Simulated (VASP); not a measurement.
# FeO (F-43m) in VASP: notebook

Runs on FeO. Level: PBE. Tasks: single point.

Program: VASP 6.6.1. These are calculated values, not measurements. Logs are shortened: lines on timing, memory, paths and dates and some standing lists are left out, and cuts for length are marked.

## 1. The cell of the first run

It takes space group F-43m (No. 216, cubic). Conventional cell: a = 4.699 Å, b = 4.699 Å, c = 4.699 Å, α = 90.00°, β = 90.00°, γ = 90.00°. Within 2.7 Å of Fe (site symmetry -43m) lie 4 O at 2.03 Å. Within 2.7 Å of O (site symmetry -43m) lie 4 Fe at 2.03 Å.

## 2. Single point, PBE, collinear spin, ferromagnetic start

Input file INCAR:

```
SYSTEM = FeO
  ALGO = Normal
  EDIFF = 1E-6
  ENCUT = 600
  GGA = PE
  GGA_COMPAT = .FALSE.
  ISIF = 2
  ISMEAR = -1
  ISPIN = 2
  LASPH = .TRUE.
  LCHARG = .TRUE.
  LELF = .TRUE.
  LMAXMIX = 4
  LORBIT = 11
  LREAL = .FALSE.
  LVHAR = .TRUE.
  LWAVE = .FALSE.
  MAGMOM = 3 0
  NBANDS = 22
  NELM = 200
  PREC = Accurate
  SIGMA = 0.05
```

Input file KPOINTS:

```
k-points
0
G
  10 10 10
  0 0 0
```

Input file POSCAR:

```
FeO
1.0
    0.0000000000      2.3496915246      2.3496915246
    2.3496915246      0.0000000000      2.3496915246
    2.3496915246      2.3496915246      0.0000000000
Fe O
1 1
Direct
    0.0000000000      0.0000000000      0.0000000000
    0.2500000000      0.2500000000      0.2500000000
```

Potentials or basis: VASP PAW PBE potentials, release 64 (Fe_sv, O).

Command:

```bash
$ cat potpaw_PBE.64/Fe_sv/POTCAR potpaw_PBE.64/O/POTCAR > POTCAR
$ mpirun -np 1 vasp_std > vasp.out
```

OUTCAR:

```text
SYSTEM = FeO
   EDIFF = 1E-6
   ENCUT = 600
   GGA = PE
   ISIF = 2
   ISMEAR = -1
   ISPIN = 2
   LASPH = .TRUE.
   LORBIT = 11
   LREAL = .FALSE.
   NELM = 200
   PREC = Accurate

 ion  position               nearest neighbor table
   1  0.000  0.000  0.000-   2 2.03   2 2.03   2 2.03   2 2.03
   2  0.250  0.250  0.250-   1 2.03   1 2.03   1 2.03   1 2.03

  LATTYP: Found a face centered cubic cell.
 ALAT       =     4.6993830492

  Lattice vectors:

 A1 = (   0.0000000000,   2.3496915246,   2.3496915246)
 A2 = (   2.3496915246,   0.0000000000,   2.3496915246)
 A3 = (   2.3496915246,   2.3496915246,   0.0000000000)

Analysis of symmetry for initial positions (statically):
=====================================================================
 Subroutine PRICEL returns:
 Original cell was already a primitive cell.

 Routine SETGRP: Setting up the symmetry group for a
 face centered cubic supercell.

 Subroutine GETGRP returns: Found 24 space group operations
 (whereof 24 operations were pure point group operations)
 out of a pool of 48 trial point group operations.

The static configuration has the point symmetry T_d .

Analysis of symmetry for dynamics (positions and initial velocities):
=====================================================================
 Subroutine PRICEL returns:
 Original cell was already a primitive cell.

 Routine SETGRP: Setting up the symmetry group for a
 face centered cubic supercell.

 Subroutine GETGRP returns: Found 24 space group operations
 (whereof 24 operations were pure point group operations)
 out of a pool of 48 trial point group operations.

The dynamic configuration has the point symmetry T_d .

Analysis of structural, dynamic, and magnetic symmetry:
=====================================================================
 Subroutine PRICEL returns:
 Original cell was already a primitive cell.

 Routine SETGRP: Setting up the symmetry group for a
 face centered cubic supercell.

 Subroutine GETGRP returns: Found 24 space group operations
 (whereof 24 operations were pure point group operations)
 out of a pool of 48 trial point group operations.

The overall configuration has the point symmetry T_d .

 Subroutine INISYM returns: Found 24 space group operations
 (whereof 24 operations are pure point group operations),
 and found     1 'primitive' translations

----------------------------------------------------------------------------------------

                                     Primitive cell

  volume of cell :      25.9455

  direct lattice vectors                    reciprocal lattice vectors
     0.000000000  2.349691525  2.349691525    -0.212793890  0.212793890  0.212793890
     2.349691525  0.000000000  2.349691525     0.212793890 -0.212793890  0.212793890
     2.349691525  2.349691525  0.000000000     0.212793890  0.212793890 -0.212793890

  length of vectors
     3.322965621  3.322965621  3.322965621     0.368569829  0.368569829  0.368569829

  position of ions in fractional coordinates (direct lattice)
     0.000000000  0.000000000  0.000000000
     0.250000000  0.250000000  0.250000000

  ion indices of the primitive-cell ions
   primitive index   ion index
                 1           1
                 2           2

----------------------------------------------------------------------------------------

 KPOINTS: k-points

Automatic generation of k-mesh.
 Grid dimensions read from file:
 generate k-points for:   10   10   10

 Generating k-lattice:

  Cartesian coordinates                     Fractional coordinates (reciprocal lattice)
    -0.021279389  0.021279389  0.021279389     0.100000000  0.000000000  0.000000000
     0.021279389 -0.021279389  0.021279389     0.000000000  0.100000000  0.000000000
     0.021279389  0.021279389 -0.021279389     0.000000000  0.000000000  0.100000000

  Length of vectors
     0.036856983  0.036856983  0.036856983

  Shift w.r.t. Gamma in fractional coordinates (k-lattice)
     0.000000000  0.000000000  0.000000000

 Subroutine IBZKPT returns following result:
 ===========================================

 Found     47 irreducible k-points:

 Following reciprocal coordinates:
            Coordinates               Weight
  0.000000  0.000000  0.000000      1.000000
  0.100000  0.000000  0.000000      8.000000
  0.200000  0.000000  0.000000      8.000000
  0.300000  0.000000  0.000000      8.000000
  0.400000  0.000000  0.000000      8.000000
  0.500000  0.000000  0.000000      4.000000
[... 16 lines left out ...]
  0.300000  0.300000  0.000000      6.000000
  0.400000  0.300000  0.000000     24.000000
 [... further k-points ...]
   k-points           NKPTS =     47   k-points in BZ     NKDIM =     47   number of bands    NBANDS=     22
   number of dos      NEDOS =    301   number of ions     NIONS =      2
   total plane-waves  NPLWV =  21952
   dimension x,y,z NGX =    28 NGY =   28 NGZ =   28
   dimension x,y,z NGXF=    56 NGYF=   56 NGZF=   56
   ions per type =               1   1
   NGX,Y,Z   is equivalent  to a cutoff of  14.01, 14.01, 14.01 a.u.
   NGXF,Y,Z  is equivalent  to a cutoff of  28.02, 28.02, 28.02 a.u.
 SYSTEM =  FeO
   PREC   = accura    normal or accurate (medium, high low for compatibility)
   ISTART =      0    job   : 0-new  1-cont  2-samecut
   ICHARG =      2    charge: 1-file 2-atom 10-const
   ISPIN  =      2    spin polarized calculation?
   LNONCOLLINEAR =      F non collinear calculations
   LSORBIT =      F    spin-orbit coupling
   LASPH  =      T    aspherical Exc in radial PAW
   ENCUT  =  600.0 eV  44.10 Ry    6.64 a.u.   6.64  6.64  6.64*2*pi/ulx,y,z
   NELM   =    200;   NELMIN=  2; NELMDL= -5     # of ELM steps
   EDIFF  = 0.1E-05   stopping-criterion for ELM
   LREAL  =      F    real-space projection
   EDIFFG = 0.1E-04   stopping-criterion for IOM
   NSW    =      0    number of steps for IOM
   IBRION =     -1    ionic relax: 0-MD 1-quasi-New 2-CG
   NFREE  =      0    steps in history (QN), initial steepest desc. (CG)
   ISIF   =      2    stress and relaxation
   ISYM   =      2    0-nonsym 1-usesym 2-fastsym
   POTIM  = 0.5000    time-step for ionic-motion
   TEBEG  =    0.0;   TEEND  =   0.0 temperature during run
   PSTRESS=    0.0 pullay stress
   NELECT =      22.0000    total number of electrons
   NUPDOWN=      -1.0000    fix difference up-down
   EMIN   =  10.00;   EMAX   =-10.00  energy-range for DOS
   EFERMI =   0.00;   METHOD = LEGACY
   ISMEAR =    -1;   SIGMA  =   0.05  broadening in eV -4-tet -1-fermi 0-gaus
   EFERMI_NEDOS =   21; number of points for ismear=-14 and -15
   IALGO  =     38    algorithm
   IMIX   =      4    mixing-type and parameters
     AMIX     =   0.40;   BMIX     =  1.00
     AMIX_MAG =   1.60;   BMIX_MAG =  1.00
  volume/ion in A,a.u.               =      12.97        87.54
  Fermi-wavevector in a.u.,A,eV,Ry     =   1.549512  2.928153 32.667407  2.400987
  Thomas-Fermi vector in A             =   2.654308
   LORBIT       =     11    0 simple, 1 ext, 2 COOP (PROOUT), +10 PAW based schemes
   GGA     = PE    functional components
   LHFCALC =     F    Hartree Fock is set to
   AEXX    =    0.0000 exact exchange contribution
   IVDW    =     0    specifies the selected vdW correction
   LEPSILON=     F    determine dielectric tensor
   LRPA    =     F    only Hartree local field effects (RPA)
 spin polarized calculation
  energy-cutoff  :      600.00
  volume of cell :       25.95
 maximum number of plane-waves:       893
   NGX = 13   NGY = 13   NGZ = 13

 number of electron      22.0000016 magnetization       4.0220973

 Free energy of the ion-electron system (eV)
  ---------------------------------------------------
  ext. energy  EPLUGINS =         0.00000000
  ---------------------------------------------------
  free energy    TOTEN  =       -15.04893124 eV

  energy without entropy =      -15.02988565  energy(sigma->0) =      -15.03940845

 E-fermi :   6.6681     XC(G=0): -10.8601

 val. band max:        6.6522514747   @ k =   0.4000   0.1000   0.0000
 cond. band min:       6.6710207544   @ k =  -0.3000   0.2000   0.0000
 fundamental gap:      0.0187692797
 Fermi energy:         6.6680989636

 spin component 1

 k-point     1 :       0.0000    0.0000    0.0000
  band No.  band energies     occupation
      1     -83.2922      1.00000
      2     -49.3200      1.00000
      3     -49.3200      1.00000
      4     -49.3200      1.00000
      5     -13.2726      1.00000
      6       0.3093      1.00000
[... 14 lines left out ...]
     21      24.9428      0.00000
     22      27.0373      0.00000

 k-point     2 :       0.1000    0.0000    0.0000
  band No.  band energies     occupation
      1     -83.2920      1.00000
      2     -49.3215      1.00000
      3     -49.3199      1.00000
      4     -49.3199      1.00000
      5     -13.2275      1.00000
      6       0.1862      1.00000
[... 542 lines left out ...]
 k-point    24 :       0.4000    0.3000    0.0000
  band No.  band energies     occupation
      1     -83.2905      1.00000
      2     -49.3337      1.00000
      3     -49.3251      1.00000
      4     -49.3244      1.00000
      5     -12.7683      1.00000
      6      -0.4709      1.00000
[... 14 lines left out ...]
     21      30.6165      0.00000
     22      32.3759      0.00000

 [... further k-points ...]

 spin component 2

 k-point     1 :       0.0000    0.0000    0.0000
  band No.  band energies     occupation
      1     -79.1540      1.00000
      2     -45.2762      1.00000
      3     -45.2762      1.00000
      4     -45.2762      1.00000
      5     -12.7384      1.00000
      6       1.6700      1.00000
[... 14 lines left out ...]
     21      25.2704      0.00000
     22      27.9393      0.00000

 k-point     2 :       0.1000    0.0000    0.0000
  band No.  band energies     occupation
      1     -79.1538      1.00000
      2     -45.2783      1.00000
      3     -45.2763      1.00000
      4     -45.2763      1.00000
      5     -12.6915      1.00000
      6       1.4396      1.00000
[... 542 lines left out ...]
 k-point    24 :       0.4000    0.3000    0.0000
  band No.  band energies     occupation
      1     -79.1520      1.00000
      2     -45.2949      1.00000
      3     -45.2832      1.00000
      4     -45.2824      1.00000
      5     -12.2121      1.00000
      6       0.4266      1.00000
[... 14 lines left out ...]
     21      31.1656      0.00000
     22      33.0205      0.00000

 [... further k-points ...]
[... 5 lines left out ...]
  --------------------------------------------------------------------------------------
  -------------------------------------------------------------------------------------
  Total       -1.6039334     -1.6039334     -1.6039334      0.0000000     -0.0000000      0.0000000
  in kB      -99.0454099    -99.0454099    -99.0454099      0.0000000     -0.0000000      0.0000000
  external PRESSURE =     -99.0454099 kB  Pullay stress =       0.0000000 kB

 VOLUME and BASIS-vectors are now :
 -----------------------------------------------------------------------------
  energy-cutoff  :      600.00
  volume of cell :       25.95
      direct lattice vectors                 reciprocal lattice vectors
     0.000000000  2.349691525  2.349691525    -0.212793890  0.212793890  0.212793890
     2.349691525  0.000000000  2.349691525     0.212793890 -0.212793890  0.212793890
     2.349691525  2.349691525  0.000000000     0.212793890  0.212793890 -0.212793890

 POSITION                                       TOTAL-FORCE (eV/Angst)
 -----------------------------------------------------------------------------------
      0.00000      0.00000      0.00000         0.000000      0.000000      0.000000
      1.17485      1.17485      1.17485        -0.000000     -0.000000     -0.000000
 -----------------------------------------------------------------------------------
    total drift:                                0.000000      0.000000      0.000000

  FREE ENERGIE OF THE ION-ELECTRON SYSTEM (eV)
  ---------------------------------------------------
  free  energy   TOTEN  =       -15.0489312427 eV

  energy  without entropy=      -15.0298856541  energy(sigma->0) =      -15.03940845

 total charge

# of ion       s       p       d       tot
------------------------------------------
    1        2.114   6.005   5.465  13.585
    2        1.549   3.427   0.000   4.976
--------------------------------------------------
tot          3.663   9.432   5.465  18.561

 magnetization (x)

# of ion       s       p       d       tot
------------------------------------------
    1        0.016   0.016   3.426   3.458
    2        0.020   0.268   0.000   0.288
--------------------------------------------------
tot          0.036   0.284   3.426   3.747
```

Wall time 40 s (1 thread of Intel Xeon 6975P-C (Granite Rapids), shared host); peak memory 0.19 GiB.

Results:

```yaml
Free_energy: -15.0489 eV
Pressure: -9.9 GPa
Band_gap_on_the_k_mesh: zero (filled and empty bands overlap)
Net_moment: 4.02 μB per cell
Site_moments: Fe +3.46; O +0.29 μB
Valence_electrons_inside_the_program's_atomic_spheres: Fe 13.59; O 4.98
```

Levels at points of the mesh, in eV from the Fermi level:
Spin up:
```csv
k point,band 9,band 10,band 11,band 12,band 13,band 14,band 15,band 16,band 17,band 18
"(0.00, 0.00, 0.00)",-3.52,-3.52,-0.93,-0.51,-0.51,-0.51,12.43,12.43,12.43,18.02
"(0.50, 0.00, 0.00)",-3.36,-3.36,-3.18,-1.33,-1.33,4.30,5.69,11.95,11.95,15.40
"(0.50, 0.50, 0.00)",-3.74,-3.25,-2.73,-2.42,-2.42,4.09,8.17,9.62,12.30,12.30
```
Spin down:
```csv
k point,band 6,band 7,band 8,band 9,band 10,band 11,band 12,band 13
"(0.00, 0.00, 0.00)",-5.00,-5.00,-5.00,-0.37,0.15,0.15,2.24,2.24
"(0.50, 0.00, 0.00)",-6.40,-4.78,-4.78,0.09,0.30,0.30,1.49,1.49
"(0.50, 0.50, 0.00)",-6.37,-4.60,-4.60,-0.96,0.46,0.55,0.86,0.86
```

Caveat: a cell with one magnetic atom can't hold antiferromagnetic order, which such compounds often take; semilocal functionals often make such compounds metallic where correlation or magnetic order opens a gap, which also shifts bond lengths. With open d or f shells a metallic result of PBE can be an artefact of self-interaction; +U or a hybrid may open a gap.

## 3. Single point, PBE, collinear spin, ferromagnetic start

This run uses another cell than the first one, of 14.32 Å³/atom, 1.104 times its volume.

Input file INCAR:

```
ALGO = Normal ; EDIFF = 1E-6
ENCUT = 600 ; GGA = PE
GGA_COMPAT = F ; ISIF = 2
ISMEAR = -1 ; ISPIN = 2
LASPH = T ; LCHARG = T
LELF = T ; LMAXMIX = 4
LORBIT = 11 ; LREAL = F
LVHAR = T ; LWAVE = F
MAGMOM = 3 0 ; NBANDS = 22
NELM = 200 ; PREC = Accurate
SIGMA = 0.05
```

Input file KPOINTS:

```
k-points
0
Gamma
  10 10 10
```

Input file POSCAR:

```
FeO
1.0
    0.0000000000      2.4285985299      2.4285985299
    2.4285985299      0.0000000000      2.4285985299
    2.4285985299      2.4285985299      0.0000000000
Fe O
1 1
Direct
    0.0000000000      0.0000000000      0.0000000000
    0.2500000000      0.2500000000      0.2500000000
```

Potentials or basis: VASP PAW PBE potentials, release 64 (Fe_sv, O).

Command:

```bash
$ cat potpaw_PBE.64/Fe_sv/POTCAR potpaw_PBE.64/O/POTCAR > POTCAR
$ mpirun -np 1 vasp_std > vasp.out
```

Wall time 44 s (1 thread of Intel Xeon 6975P-C (Granite Rapids), shared host); peak memory 0.2 GiB.

It converged, with:

```
Free energy                                           : -14.8345 eV
Pressure                                              : -17.8 GPa
Band gap on the k mesh                                : zero (filled and empty bands overlap)
Net moment                                            : 4.03 μB per cell
Site moments                                          : Fe +3.48; O +0.27 μB
Valence electrons inside the program's atomic spheres : Fe 13.56; O 4.93
```

Levels at points of the mesh, in eV from the Fermi level:
Spin up:
| k point | band 9 | band 10 | band 11 | band 12 | band 13 | band 14 | band 15 | band 16 | band 17 | band 18 |
| --- | --- | --- | --- | --- | --- | --- | --- | --- | --- | --- |
| (0.00, 0.00, 0.00) | -3.55 | -3.55 | -1.07 | -0.79 | -0.79 | -0.79 | 11.68 | 11.68 | 11.68 | 17.14 |
| (0.50, 0.00, 0.00) | -3.42 | -3.42 | -3.26 | -1.51 | -1.51 | 3.85 | 5.28 | 11.26 | 11.26 | 14.55 |
| (0.50, 0.50, 0.00) | -3.69 | -3.34 | -2.84 | -2.51 | -2.51 | 3.82 | 7.27 | 9.18 | 11.44 | 11.44 |
Spin down:
| k point | band 5 | band 6 | band 7 | band 8 | band 9 | band 10 | band 11 | band 12 | band 13 | band 14 |
| --- | --- | --- | --- | --- | --- | --- | --- | --- | --- | --- |
| (0.00, 0.00, 0.00) | -18.84 | -4.52 | -4.52 | -4.52 | -0.51 | 0.14 | 0.14 | 1.92 | 1.92 | 1.92 |
| (0.50, 0.00, 0.00) | -18.43 | -5.84 | -4.33 | -4.33 | 0.05 | 0.27 | 0.27 | 1.27 | 1.27 | 4.62 |
| (0.50, 0.50, 0.00) | -18.31 | -5.79 | -4.21 | -4.21 | -0.79 | 0.39 | 0.47 | 0.73 | 0.73 | 4.79 |

Caveat: a cell with one magnetic atom can't hold antiferromagnetic order, which such compounds often take; semilocal functionals often make such compounds metallic where correlation or magnetic order opens a gap, which also shifts bond lengths.
